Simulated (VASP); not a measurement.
A run of VASP 6.6.1 is set up as follows.

The input INCAR:

```
SYSTEM = Ta
PREC = Accurate ; ENCUT = 520
EDIFF = 1E-7 ; ISMEAR = -1
SIGMA = 0.05 ; LREAL = .False.
LASPH = .True. ; NELM = 60
ALGO = Normal ; ISIF = 2
LWAVE = .False. ; LCHARG = .True.
GGA = B5 ; ALDAX = 1.0
AGGAX = 1.0 ; AGGAC = 1.0
ALDAC = 0.0 ; LELF = .True.
LVHAR = .True. ; NBANDS = 12
```

The input KPOINTS:

```
Automatic mesh
0
Gamma
  11 11 11
  0 0 0
```

Contents of POSCAR:

```
Ta
1.0
   -1.6512800000      1.6512800000      1.6512800000
    1.6512800000     -1.6512800000      1.6512800000
    1.6512800000      1.6512800000     -1.6512800000
Ta
1
Direct
    0.0000000000      0.0000000000      0.0000000000
```

Potentials or basis: VASP PAW PBE potentials, release 64 (Ta_pv).

Run with:

```bash
$ cat potpaw_PBE.64/Ta_pv/POTCAR > POTCAR
$ mpirun -np 1 vasp_std > vasp.out
```

Task: What does it give for the pressure?

Result: 10.0 GPa.

Caveat: the PAW data sets were made with another functional, which shifts forces and pressure a little.
